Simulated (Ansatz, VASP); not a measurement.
## Si2W3 in VASP and in Ansatz

```
Si W
1.0
     6.63003    0.00000    0.00000
     0.00000    6.63003    0.00000
     0.00000    0.00000    3.31232
Si W
4 6
Cartesian
  0.8661 4.1811 0.0000
  5.7162 2.4012 0.0000
  4.2757 5.8108 0.0000
  2.4958 0.9607 0.0000
  3.3129 3.3061 0.0000
  -0.0089 -0.0022 0.0000
  4.3697 1.0547 1.6562
  2.2545 5.5696 1.6562
  1.0589 2.2587 1.6562
  5.5737 4.3739 1.6562
```

Change from the starting cell: mode 27 (401.4 1/cm) frozen in, largest displacement -0.100 Å.

Alike in both runs: task single point; functional PBE; k mesh 6 × 6 × 12; occupations gaussian, width 0.15 eV; no spin polarisation.

```csv
,VASP,Ansatz
version,VASP 6.6.1,Ansatz 0.2.0
potentials or method,"VASP PAW PBE potentials, release 64 (Si, W_sv), cutoff 520 eV","scalar-relativistic, plane waves, PAW"
valence electrons in the cell,100,100
```

Ansatz gave:

```
gap on the k mesh at the Fermi level (eV)                     : none
pressure (GPa)                                                : 0.6
traceless stress, the component that is largest in VASP (GPa) : 0.13
rms of the force components (eV/Å)                            : 0.543
```

Task: Which values does VASP return?

Result: gap on the k mesh at the Fermi level (eV): none; pressure (GPa): 0.8; traceless stress, the component that is largest in VASP (GPa): 0.13; rms of the force components (eV/Å): 0.544.

Atom by atom the forces differ by 0.004 eV/Å (rms over components). A gap of «none» marks a metal or a gap that the smearing closes.

Neither program's run includes spin-orbit coupling.
